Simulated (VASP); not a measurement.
Write the native input for VASP 6.6.1 that does the following.

| Property | Result |
| --- | --- |
| Task | single point |
| Functional | PBEsol |
| Potentials or basis | VASP PAW PBE potentials, release 64 (Si) |
| Cutoff | 520 eV |
| k mesh | 10 × 10 × 10 |
| Occupations | gaussian, width 0.03 eV |
| Spin | no spin polarisation |
| Dipole correction | no |
| Further INCAR settings | ALGO = Normal; EDIFF = 1e-06; NBANDS = 16 |

The structure of Si lies in POSCAR:

```
Si
1.0
   -3.6432773328      3.6432773328      1.9186812134
    3.6432773328     -3.6432773328      1.9186812134
    3.3333172041      3.3333172041     -1.9186812134
Si
4
Direct
    0.1787304307      0.1787304307      0.3574608614
    0.8212695693      0.8212695693      0.6425391386
    0.1787304307      0.8212695693      0.0000000000
    0.8212695693      0.1787304307      0.0000000000
```

One way to write it, as run:

INCAR

```
SYSTEM = Si
PREC = Accurate
ENCUT = 520
EDIFF = 1E-6
ISMEAR = 0
SIGMA = 0.03
LREAL = .False.
LASPH = .True.
NELM = 60
ALGO = Normal
ISIF = 2
LWAVE = .False.
LCHARG = .False.
GGA = PS
NBANDS = 16
```

KPOINTS

```
regular mesh
0
Gamma
  10 10 10
  0 0 0
```

Potentials or basis: VASP PAW PBE potentials, release 64 (Si).

Run with:

```bash
$ cat potpaw_PBE.64/Si/POTCAR > POTCAR
$ mpirun -np 1 vasp_std > vasp.out
```

Results of the run:

```json
{
  "Pressure": "-6.5 GPa",
  "Largest force": "0.722 eV/Å",
  "Band gap on the k mesh": "zero (bands 8 and 9 overlap by 0.26 eV)"
}
```

Caveat: the cell stands under tension; semilocal functionals underestimate gaps, so a narrow gap can read as zero; the PAW data sets were made with another functional, which shifts forces and pressure a little.

It took 2.2 min on 1 thread of Intel(R) Xeon(R) 6975P-C (Granite Rapids) (shared host), peak memory 0.36 GiB.
